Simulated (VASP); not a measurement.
**Co: density of states with PBE**

Co:

```xyz
1
Lattice="2.0681 0.0000 0.0000 -1.0341 1.7910 0.0000 0.0000 0.0000 1.9472" Properties=species:S:1:pos:R:3 pbc="T T T"
Co    0.0000    0.0000    0.0000
```

This cell differs from its parent crystal: volume scaled by 0.6.

```json
{
 "Program": "VASP 6.6.1",
 "Task": "density of states",
 "Functional": "PBE",
 "Potentials or basis": "VASP PAW PBE potentials, release 64 (Co)",
 "Cutoff": "520 eV",
 "k mesh": "18 × 18 × 17",
 "Occupations": "fermi-dirac, width 0.1 eV",
 "Spin": "collinear spin, ferromagnetic start",
 "Starting moments": "[1.7] μB",
 "Dipole correction": "no",
 "k mesh for the DOS": "27 × 27 × 26",
 "Occupations for the DOS": "tetrahedron",
 "Further INCAR settings": "ALGO = Normal; EDIFF = 1e-07"
}
```

```json
{
  "Net moment": "0.00 μB per cell"
}
```

Levels at points of the mesh, in eV from the Fermi level:
Spin up:
```
           k point  band 2  band 3  band 4  band 5  band 6  band 7
(0.00, 0.00, 0.00)   -6.75   -3.20   -3.20    1.09    1.09   26.14
(0.00, 0.00, 0.50)   -2.48   -2.46   -2.46   -1.47   -1.47    9.15
```
Spin down:
| k point | band 2 | band 3 | band 4 | band 5 | band 6 | band 7 |
| --- | --- | --- | --- | --- | --- | --- |
| (0.00, 0.00, 0.00) | -6.75 | -3.20 | -3.20 | 1.09 | 1.09 | 26.14 |
| (0.00, 0.00, 0.50) | -2.48 | -2.46 | -2.46 | -1.47 | -1.47 | 9.15 |

It took 90 s on 1 thread of Intel(R) Xeon(R) Platinum 8559C (Emerald Rapids) (shared host), peak memory 0.28 GiB.

Caveat: the starting moments collapsed, and a magnetic state may lie lower.
